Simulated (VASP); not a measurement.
Write the native input for VASP 6.6.1 that does the following.

* Task: relaxation of cell and atoms
* Functional: PBEsol
* Potentials or basis: VASP PAW PBE potentials, release 64 (Zn, O)
* Cutoff: 600 eV
* k mesh: 10 × 10 × 10
* Occupations: fermi-dirac, width 0.02 eV
* Spin: no spin polarisation
* Dipole correction: no
* Further INCAR settings: ALGO = Normal; EDIFF = 1e-06; IBRION = 2; EDIFFG = -0.005; NSW = 80; ISIF = 3

The structure of ZnO lies in POSCAR:

```
ZnO
1.0
    0.0000000000      2.1650699456      2.1650699456
    2.1650699456      0.0000000000      2.1650699456
    2.1650699456      2.1650699456      0.0000000000
Zn O
1 1
Direct
    0.0000000000      0.0000000000      0.0000000000
    0.5000000000      0.5000000000      0.5000000000
```

The input as run:

INCAR

```
SYSTEM = ZnO
  ALGO = Normal
  EDIFF = 1E-6
  EDIFFG = -0.005
  ENCUT = 600
  GGA = PS
  IBRION = 2
  ISIF = 3
  ISMEAR = -1
  LASPH = .TRUE.
  LCHARG = .FALSE.
  LREAL = .FALSE.
  LWAVE = .FALSE.
  NELM = 60
  NSW = 80
  PREC = Accurate
  SIGMA = 0.02
```

KPOINTS

```
k-points
0
G
  10 10 10
  0 0 0
```

Potentials or basis: VASP PAW PBE potentials, release 64 (Zn, O).

Command:

```sh
$ cat potpaw_PBE.64/Zn/POTCAR potpaw_PBE.64/O/POTCAR > POTCAR
$ mpirun -np 1 vasp_std > vasp.out
```

Results of the run:

- Relaxed volume: 9.75 Å³/atom
- Relaxed cell: a = 3.021 Å, b = 3.021 Å, c = 3.021 Å, α = 60.00°, β = 60.00°, γ = 60.00°
- Space group after relaxing (to 0.05 Å): Fm-3m (No. 225)
- Energy gained by relaxing: 8.9 meV/atom
- Ionic steps: 3
- Pressure after relaxing: 0.0 GPa
- Band gap on the k mesh: 0.82 eV, indirect (least direct gap 2.23 eV)

Caveat: the PAW data sets were made with another functional, which shifts forces and pressure a little.

Run time: 12 s on 1 thread of Intel(R) Xeon(R) 6975P-C (Granite Rapids), on a shared host, peak memory 0.14 GiB.
